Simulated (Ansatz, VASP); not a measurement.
**CdSe in VASP and in Ansatz**

Contents of INCAR:

```
SYSTEM = CdSe
  PREC = Accurate
  ENCUT = 520
  EDIFF = 1E-6
  ISMEAR = -1
  SIGMA = 0.01
  LREAL = .FALSE.
  LASPH = .TRUE.
  NELM = 150
  ALGO = Normal
  ISIF = 2
  LWAVE = .FALSE.
  LCHARG = .TRUE.
  MAGMOM = 0 0 0 0 0 0 0 0 0 0 0 0
  LORBIT = 11
  LSORBIT = .TRUE.
  GGA_COMPAT = .FALSE.
  LORBMOM = .TRUE.
  GGA = PS
  LVHAR = .TRUE.
  NBANDS = 50
```

Contents of KPOINTS:

```
regular mesh
0
G
  6 6 4
  0 0 0
```

File POSCAR:

```
CdSe
1.0
    4.2512541289      0.0000000000      0.0000000000
   -2.1256270645      3.6816940736      0.0000000000
    0.0000000000      0.0000000000      6.9396916191
Cd Se
2 2
Direct
    0.3333333333      0.6666666667      0.0047628569
    0.6666666667      0.3333333333      0.5047628569
    0.3333333333      0.6666666667      0.3802371431
    0.6666666667      0.3333333333      0.8802371431
```

Input for Ansatz:

```yaml
crystal:
  lattice:
    - [4.25125412892, 0.0, 0.0]
    - [-2.12562706446, 3.68169407359, 0.0]
    - [0.0, 0.0, 6.9396916191]
  atoms:
    - { symbol: Cd, position: [0.333333333333, 0.666666666667, 0.004762856884] }
    - { symbol: Cd, position: [0.666666666667, 0.333333333333, 0.504762856884] }
    - { symbol: Se, position: [0.333333333333, 0.666666666667, 0.380237143116] }
    - { symbol: Se, position: [0.666666666667, 0.333333333333, 0.880237143116] }
kpoints:
  mp_grid: { grid: [6, 6, 4] }
scf:
  occupations: { method: fermi_dirac, width: 0.01 }
  convergence: { dr2_threshold: 1.0e-10 }
hamiltonian:
  xc: pbesol
  pseudopotentials: { kind: all_electron, lapw: { basis_error: 0.0005 } }
magnetization:
  noncollinear: true
  spin_orbit: true
output:
  forces: true
  stress: true
  eigenstates:
    kpoints:
      - [0.0, 0.0, 0.0]
      - [0.0, 0.0, -0.5]
      - [-0.5, 0.0, 0.0]
      - [-0.5, 0.5, 0.0]
      - [0.0, -0.5, 0.0]
      - [-0.5, 0.0, -0.5]
      - [-0.5, 0.5, -0.5]
      - [0.0, -0.5, -0.5]
  eigenvalues: true
```

Alike in both runs: task single point; functional PBEsol; k mesh 6 × 6 × 4; occupations fermi-dirac, width 0.01 eV; non-collinear spin, spin-orbit coupling.

|  | VASP | Ansatz |
| --- | --- | --- |
| version | VASP 6.6.1 | Ansatz 0.2.0 |
| potentials or method | VASP PAW PBE potentials, release 64 (Cd, Se), cutoff 520 eV | all-electron LAPW |

|  | VASP | Ansatz | Ansatz less VASP |
| --- | --- | --- | --- |
| pressure (GPa) | 2.4 | 2.0 | -0.41 |
| net moment per atom (μB) | 0.00 | 0.00 | 0.000 |

VASP's potentials were made for PBE, not for PBEsol. Ansatz ran all-electron here, and VASP with PAW potentials.
